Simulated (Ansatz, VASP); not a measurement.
# SiNi in VASP and in Ansatz

```
Si Ni
1.0
     5.10397    0.00000    0.00000
     0.00000    3.34760    0.00000
     0.00000    0.00000    5.53324
Si Ni
4 4
Direct
  0.32122 0.75000 0.08577
  0.17878 0.25000 0.58577
  0.82122 0.75000 0.41423
  0.67878 0.25000 0.91423
  0.00921 0.25000 0.18744
  0.49079 0.75000 0.68744
  0.50921 0.25000 0.31256
  0.99079 0.75000 0.81256
```

Alike in both runs: functional PBEsol; k mesh 8 × 10 × 6; occupations fermi-dirac, width 0.15 eV; no spin polarisation.

Ansatz relaxed the structure, and its values are those at the end. VASP's run is a single point on that final structure, the one shown.

```csv
,VASP,Ansatz
version,VASP 6.6.1,Ansatz 0.2.0
potentials or method,"VASP PAW PBE potentials, release 64 (Si, Ni), cutoff 520 eV","scalar-relativistic, plane waves, PAW"
valence electrons in the cell,56,88
```

```csv
,VASP,Ansatz,Ansatz less VASP
gap on the k mesh at the Fermi level (eV),none,none,-
pressure (GPa),0.2,0.0,-0.19
rms of the force components (eV/Å),0.006,0.000,-0.0054
```

VASP's potentials were made for PBE, not for PBEsol. A gap of «none» marks a metal or a gap that the smearing closes. VASP's potentials hold 56 valence electrons a cell and Ansatz's 88, so a difference there can come from the potentials and not from the codes.
